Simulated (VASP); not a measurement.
# Hf (Fd-3m) in VASP: notebook

The runs below take Hf through single point, relaxation of cell and atoms, with PBEsol+D4.

All numbers are computed with VASP 6.6.1; they aren't measurements. Logs are shortened: lines on timing, memory, paths and dates and some standing lists are left out, and cuts for length are marked.

## 1. The cell of the first run

It takes space group Fd-3m (No. 227, cubic). Conventional cell: a = 6.434 Å, b = 6.434 Å, c = 6.434 Å, α = 90.00°, β = 90.00°, γ = 90.00°. Within 3.7 Å of Hf (site symmetry -43m) lie 4 Hf at 2.79 Å.

This isn't the form of Hf at room conditions, which is hcp.

## 2. Single point, PBEsol+D4

File INCAR:

```
PREC = Accurate
ENCUT = 500
EDIFF = 1E-6
ISMEAR = -1
SIGMA = 0.1
LREAL = F
LASPH = T
NELM = 120
ALGO = Normal
ISIF = 2
LWAVE = F
LCHARG = T
GGA = PS
IVDW = 13
LELF = T
LVHAR = T
NBANDS = 17
GGA_COMPAT = F
```

File KPOINTS:

```
Automatic mesh
0
Gamma
  7 7 7
```

File POSCAR:

```
Hf
1.0
    0.0000000000      3.2169453868      3.2169453868
    3.2169453868      0.0000000000      3.2169453868
    3.2169453868      3.2169453868      0.0000000000
Hf
2
Direct
    1.0000000000      1.0000000000      1.0000000000
    0.2500000000      0.2500000000      0.2500000000
```

Potentials or basis: VASP PAW PBE potentials, release 64 (Hf_pv).

On the command line:

```sh
$ cat potpaw_PBE.64/Hf_pv/POTCAR > POTCAR
$ mpirun -np 1 vasp_std > vasp.out
```

OUTCAR:

```text
PREC = Accurate
   ENCUT = 500
   EDIFF = 1E-6
   ISMEAR = -1
   LREAL = F
   LASPH = T
   NELM = 120
   ISIF = 2
   GGA = PS
   IVDW = 13

 ion  position               nearest neighbor table
   1  0.000  0.000  0.000-   2 2.79   2 2.79   2 2.79   2 2.79
   2  0.250  0.250  0.250-   1 2.79   1 2.79   1 2.79   1 2.79

  LATTYP: Found a face centered cubic cell.
 ALAT       =     6.4338907736

  Lattice vectors:

 A1 = (   0.0000000000,   3.2169453868,   3.2169453868)
 A2 = (   3.2169453868,   0.0000000000,   3.2169453868)
 A3 = (   3.2169453868,   3.2169453868,   0.0000000000)

Analysis of symmetry for initial positions (statically):
=====================================================================
 Subroutine PRICEL returns:
 Original cell was already a primitive cell.

 Routine SETGRP: Setting up the symmetry group for a
 face centered cubic supercell.

 Subroutine GETGRP returns: Found 48 space group operations
 (whereof 24 operations were pure point group operations)
 out of a pool of 48 trial point group operations.

The static configuration has the point symmetry T_d .
 The point group associated with its full space group is O_h .

Analysis of symmetry for dynamics (positions and initial velocities):
=====================================================================
 Subroutine PRICEL returns:
 Original cell was already a primitive cell.

 Routine SETGRP: Setting up the symmetry group for a
 face centered cubic supercell.

 Subroutine GETGRP returns: Found 48 space group operations
 (whereof 24 operations were pure point group operations)
 out of a pool of 48 trial point group operations.

The dynamic configuration has the point symmetry T_d .
 The point group associated with its full space group is O_h .

 Subroutine INISYM returns: Found 48 space group operations
 (whereof 24 operations are pure point group operations),
 and found     1 'primitive' translations

----------------------------------------------------------------------------------------

                                     Primitive cell

  volume of cell :      66.5826

  direct lattice vectors                    reciprocal lattice vectors
     0.000000000  3.216945387  3.216945387    -0.155426947  0.155426947  0.155426947
     3.216945387  0.000000000  3.216945387     0.155426947 -0.155426947  0.155426947
     3.216945387  3.216945387  0.000000000     0.155426947  0.155426947 -0.155426947

  length of vectors
     4.549447795  4.549447795  4.549447795     0.269207369  0.269207369  0.269207369

  position of ions in fractional coordinates (direct lattice)
     0.000000000  0.000000000  0.000000000
     0.250000000  0.250000000  0.250000000

  ion indices of the primitive-cell ions
   primitive index   ion index
                 1           1
                 2           2

----------------------------------------------------------------------------------------

 KPOINTS: Automatic mesh

Automatic generation of k-mesh.
 Grid dimensions read from file:
 generate k-points for:    7    7    7

 Generating k-lattice:

  Cartesian coordinates                     Fractional coordinates (reciprocal lattice)
    -0.022203850  0.022203850  0.022203850     0.142857143  0.000000000  0.000000000
     0.022203850 -0.022203850  0.022203850     0.000000000  0.142857143  0.000000000
     0.022203850  0.022203850 -0.022203850     0.000000000  0.000000000  0.142857143

  Length of vectors
     0.038458196  0.038458196  0.038458196

  Shift w.r.t. Gamma in fractional coordinates (k-lattice)
     0.000000000  0.000000000  0.000000000

 Subroutine IBZKPT returns following result:
 ===========================================

 Found     20 irreducible k-points:

 Following reciprocal coordinates:
            Coordinates               Weight
  0.000000  0.000000  0.000000      1.000000
  0.142857  0.000000  0.000000      8.000000
  0.285714  0.000000  0.000000      8.000000
  0.428571  0.000000  0.000000      8.000000
  0.142857  0.142857  0.000000      6.000000
  0.285714  0.142857  0.000000     24.000000
[... 12 lines left out ...]
 -0.428571  0.428571  0.142857     24.000000
 -0.285714  0.428571  0.142857     24.000000
   k-points           NKPTS =     20   k-points in BZ     NKDIM =     20   number of bands    NBANDS=     17
   number of dos      NEDOS =    301   number of ions     NIONS =      2
   total plane-waves  NPLWV =  46656
   dimension x,y,z NGX =    36 NGY =   36 NGZ =   36
   dimension x,y,z NGXF=    72 NGYF=   72 NGZF=   72
   ions per type =               2
   NGX,Y,Z   is equivalent  to a cutoff of  13.16, 13.16, 13.16 a.u.
   NGXF,Y,Z  is equivalent  to a cutoff of  26.31, 26.31, 26.31 a.u.
 SYSTEM =  unknown system
   PREC   = accura    normal or accurate (medium, high low for compatibility)
   ISTART =      0    job   : 0-new  1-cont  2-samecut
   ICHARG =      2    charge: 1-file 2-atom 10-const
   ISPIN  =      1    spin polarized calculation?
   LNONCOLLINEAR =      F non collinear calculations
   LSORBIT =      F    spin-orbit coupling
   LASPH  =      T    aspherical Exc in radial PAW
   ENCUT  =  500.0 eV  36.75 Ry    6.06 a.u.   8.29  8.29  8.29*2*pi/ulx,y,z
   NELM   =    120;   NELMIN=  2; NELMDL= -5     # of ELM steps
   EDIFF  = 0.1E-05   stopping-criterion for ELM
   LREAL  =      F    real-space projection
   EDIFFG = 0.1E-04   stopping-criterion for IOM
   NSW    =      0    number of steps for IOM
   IBRION =     -1    ionic relax: 0-MD 1-quasi-New 2-CG
   NFREE  =      0    steps in history (QN), initial steepest desc. (CG)
   ISIF   =      2    stress and relaxation
   ISYM   =      2    0-nonsym 1-usesym 2-fastsym
   POTIM  = 0.5000    time-step for ionic-motion
   TEBEG  =    0.0;   TEEND  =   0.0 temperature during run
   PSTRESS=    0.0 pullay stress
   NELECT =      20.0000    total number of electrons
   NUPDOWN=      -1.0000    fix difference up-down
   EMIN   =  10.00;   EMAX   =-10.00  energy-range for DOS
   EFERMI =   0.00;   METHOD = LEGACY
   ISMEAR =    -1;   SIGMA  =   0.10  broadening in eV -4-tet -1-fermi 0-gaus
   EFERMI_NEDOS =   21; number of points for ismear=-14 and -15
   IALGO  =     38    algorithm
   IMIX   =      4    mixing-type and parameters
     AMIX     =   0.40;   BMIX     =  1.00
     AMIX_MAG =   1.60;   BMIX_MAG =  1.00
  volume/ion in A,a.u.               =      33.29       224.66
  Fermi-wavevector in a.u.,A,eV,Ry     =   1.096389  2.071874 16.355125  1.202068
  Thomas-Fermi vector in A             =   2.232730
   LORBIT       =      0    0 simple, 1 ext, 2 COOP (PROOUT), +10 PAW based schemes
   GGA     = PS    functional components
   LHFCALC =     F    Hartree Fock is set to
   AEXX    =    0.0000 exact exchange contribution
   IVDW    =    13    specifies the selected vdW correction
   LEPSILON=     F    determine dielectric tensor
   LRPA    =     F    only Hartree local field effects (RPA)
 non-spin polarized calculation
  energy-cutoff  :      500.00
  volume of cell :       66.58
 maximum number of plane-waves:      1716
 NGX is ok and might be reduce to    36
   NGX = 17   NGY = 17   NGZ = 17

 number of electron      19.9999999 magnetization

 Free energy of the ion-electron system (eV)
  ---------------------------------------------------
  ext. energy  EPLUGINS =         0.00000000
  ---------------------------------------------------
  free energy    TOTEN  =       -15.49924423 eV

  energy without entropy =      -15.33624602  energy(sigma->0) =      -15.41774513

 E-fermi :   1.6669     XC(G=0):  -9.3850

 val. band max:        1.6507874033   @ k =   0.4286   0.0000   0.0000
 cond. band min:       1.6727952242   @ k =   0.4286   0.2857   0.1429
 fundamental gap:      0.0220078208
 Fermi energy:         1.6669105005

 k-point     1 :       0.0000    0.0000    0.0000
  band No.  band energies     occupation
      1     -29.2704      2.00000
      2     -29.2704      2.00000
      3     -29.2704      2.00000
      4     -28.6006      2.00000
      5     -28.6006      2.00000
      6     -28.6006      2.00000
[... 9 lines left out ...]
     16       7.5701      0.00000
     17       7.5701      0.00000

 k-point     2 :       0.1429    0.0000    0.0000
  band No.  band energies     occupation
      1     -29.2853      2.00000
      2     -29.2853      2.00000
      3     -29.2682      2.00000
      4     -28.6055      2.00000
      5     -28.5849      2.00000
      6     -28.5849      2.00000
[... 9 lines left out ...]
     16       7.4859      0.00000
     17       7.4859      0.00000

 k-point     3 :       0.2857    0.0000    0.0000
  band No.  band energies     occupation
      1     -29.3164      2.00000
      2     -29.3164      2.00000
      3     -29.2636      2.00000
      4     -28.6161      2.00000
      5     -28.5520      2.00000
      6     -28.5520      2.00000
[... 9 lines left out ...]
     16       7.1726      0.00000
     17       7.1726      0.00000

 k-point     4 :       0.4286    0.0000    0.0000
  band No.  band energies     occupation
      1     -29.3395      2.00000
      2     -29.3395      2.00000
      3     -29.2605      2.00000
      4     -28.6238      2.00000
      5     -28.5274      2.00000
      6     -28.5274      2.00000
[... 9 lines left out ...]
     16       6.6257      0.00000
     17       6.6849      0.00000
[... 263 lines left out ...]
      1     -29.4131      2.00000
      2     -29.3745      2.00000
      3     -29.1115      2.00000
      4     -28.7733      2.00000
      5     -28.4912      2.00000
      6     -28.4557      2.00000
[... 9 lines left out ...]
     16       5.7019      0.00000
     17       6.9892      0.00000

 k-point    19 :      -0.4286    0.4286    0.1429
  band No.  band energies     occupation
      1     -29.4170      2.00000
      2     -29.4053      2.00000
      3     -29.0227      2.00000
      4     -28.8667      2.00000
      5     -28.4595      2.00000
      6     -28.4486      2.00000
[... 9 lines left out ...]
     16       5.4100      0.00000
     17       6.9476      0.00000

 k-point    20 :      -0.2857    0.4286    0.1429
  band No.  band energies     occupation
      1     -29.4269      2.00000
      2     -29.4005      2.00000
      3     -29.0148      2.00000
      4     -28.8722      2.00000
      5     -28.4647      2.00000
      6     -28.4408      2.00000
[... 9 lines left out ...]
     16       5.9307      0.00000
     17       6.9298      0.00000

------------------------ aborting loop because EDIFF is reached ----------------------------------------

  DFT-D4 for vdW energy calculation

  Edisp (eV):   -0.23638

  FORCE on cell =-STRESS in cart. coord.  units (eV):
  Direction    XX          YY          ZZ          XY          YZ          ZX
  --------------------------------------------------------------------------------------
  -------------------------------------------------------------------------------------
  Total      -0.09537    -0.09537    -0.09537     0.00000     0.00000     0.00000
  in kB      -2.29494    -2.29494    -2.29494     0.00000     0.00000     0.00000
  external pressure =       -2.29 kB  Pullay stress =        0.00 kB

 VOLUME and BASIS-vectors are now :
 -----------------------------------------------------------------------------
  energy-cutoff  :      500.00
  volume of cell :       66.58
      direct lattice vectors                 reciprocal lattice vectors
     0.000000000  3.216945387  3.216945387    -0.155426947  0.155426947  0.155426947
     3.216945387  0.000000000  3.216945387     0.155426947 -0.155426947  0.155426947
     3.216945387  3.216945387  0.000000000     0.155426947  0.155426947 -0.155426947

 POSITION                                       TOTAL-FORCE (eV/Angst)
 -----------------------------------------------------------------------------------
      0.00000      0.00000      0.00000         0.000000      0.000000     -0.000000
      1.60847      1.60847      1.60847        -0.000000     -0.000000      0.000000
 -----------------------------------------------------------------------------------
    total drift:                                0.000000      0.000000      0.000000

  FREE ENERGIE OF THE ION-ELECTRON SYSTEM (eV)
  ---------------------------------------------------
  free  energy   TOTEN  =       -15.7356234914 eV

  energy  without entropy=      -15.5726252801  energy(sigma->0) =      -15.65412439
```

It took 68 s on 1 thread of AMD EPYC 7R43 (Zen 3), shared host; peak memory 0.17 GiB.

What came out:

| Property | Result |
| --- | --- |
| Free energy | -15.7356 eV |
| Pressure | -0.2 GPa |
| Band gap on the k mesh | zero (bands 10 and 11 overlap by 0.58 eV) |
| Dispersion energy per atom | -0.118 eV |

Levels at points of the mesh, in eV from the Fermi level:
| k point | band 6 | band 7 | band 8 | band 9 | band 10 | band 11 | band 12 | band 13 | band 14 | band 15 |
| --- | --- | --- | --- | --- | --- | --- | --- | --- | --- | --- |
| (0.00, 0.00, 0.00) | -30.27 | -5.23 | -0.39 | -0.39 | 0.15 | 0.15 | 0.15 | 2.14 | 2.14 | 2.14 |

Caveat: the PAW data sets were made with another functional, which shifts forces and pressure a little; spin-orbit coupling is left out, which moves the levels of the heavy elements.

(Part 1 of 2 ends here.)
